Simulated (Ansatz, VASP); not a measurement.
**Two plane-wave programs on MgO**

The input INCAR:

```
SYSTEM = MgO
ALGO     = Normal         ! electronic algorithm
EDIFF    = 1E-6           ! SCF threshold, eV
ENCUT    = 520            ! plane-wave cutoff, eV
GGA      = PS             ! functional
ISIF     = 2              ! what is computed and relaxed
ISMEAR   = 0              ! smearing method
LASPH    = .TRUE.         ! aspherical terms in the spheres
LCHARG   = .TRUE.         ! write CHGCAR
LELF     = .TRUE.         ! ELF
LREAL    = .FALSE.        ! projectors in reciprocal space
LVHAR    = .TRUE.       
LWAVE    = .FALSE.        ! write WAVECAR
NBANDS   = 16             ! bands
NELM     = 60             ! most SCF steps
PREC     = Accurate       ! precision mode
SIGMA    = 0.05           ! smearing width, eV
```

The input KPOINTS:

```
k-points
0
G
  9 9 6
  0 0 0
```

The input POSCAR:

```
MgO
1.0
    3.4863778627      0.0000000000      0.0000000000
   -1.7431889314      3.0192917963      0.0000000000
    0.0000000000      0.0000000000      3.7080115828
Mg O
2 2
Direct
    0.6666666667      0.3333333333      0.7500000000
    0.3333333333      0.6666666667      0.2500000000
    0.6666666667      0.3333333333      0.2500000000
    0.3333333333      0.6666666667      0.7500000000
```

Input for Ansatz:

```yaml
crystal:
  lattice:
    - [3.4863778627, 0.0, 0.0]
    - [-1.7431889314, 3.0192917963, 0.0]
    - [0.0, 0.0, 3.7080115828]
  atoms:
    - { symbol: Mg, position: [0.6666666667, 0.3333333333, 0.75] }
    - { symbol: Mg, position: [0.3333333333, 0.6666666667, 0.25] }
    - { symbol: O, position: [0.6666666667, 0.3333333333, 0.25] }
    - { symbol: O, position: [0.3333333333, 0.6666666667, 0.75] }
basis:
  ecutwfc: 420
kpoints:
  mp_grid: { grid: [9, 9, 6] }
hamiltonian:
  xc: pbesol
scf:
  occupations: { method: gaussian, width: 0.05 }
output:
  forces: true
  stress: true
  eigenvalues: true
```

Change from the starting cell: strain -0.1125 x Voigt [0, 0, 1, 0, 0, 0], atoms carried along.

Alike in both runs: task single point; functional PBEsol; k mesh 9 × 9 × 6; occupations gaussian, width 0.05 eV; no spin polarisation.

|  | VASP | Ansatz |
| --- | --- | --- |
| version | VASP 6.6.1 | Ansatz 0.2.0 |
| potentials or method | VASP PAW PBE potentials, release 64 (Mg, O), cutoff 520 eV | scalar-relativistic, plane waves, PAW |
| valence electrons in the cell | 16 | 32 |

```tsv
	VASP	Ansatz	Ansatz less VASP
gap on the k mesh at the Fermi level (eV)	3.90	3.90	+0.002
least direct gap on the mesh (eV)	3.90	3.90	+0.002
pressure (GPa)	29.1	29.0	-0.12
traceless stress, the component that is largest in VASP (GPa)	35.12	34.49	-0.635
```

VASP's potentials were made for PBE, not for PBEsol. Both programs put the cell under a high pressure, so it lies far from rest at this level. VASP's potentials hold 16 valence electrons a cell and Ansatz's 32, so a difference there can come from the potentials and not from the codes.
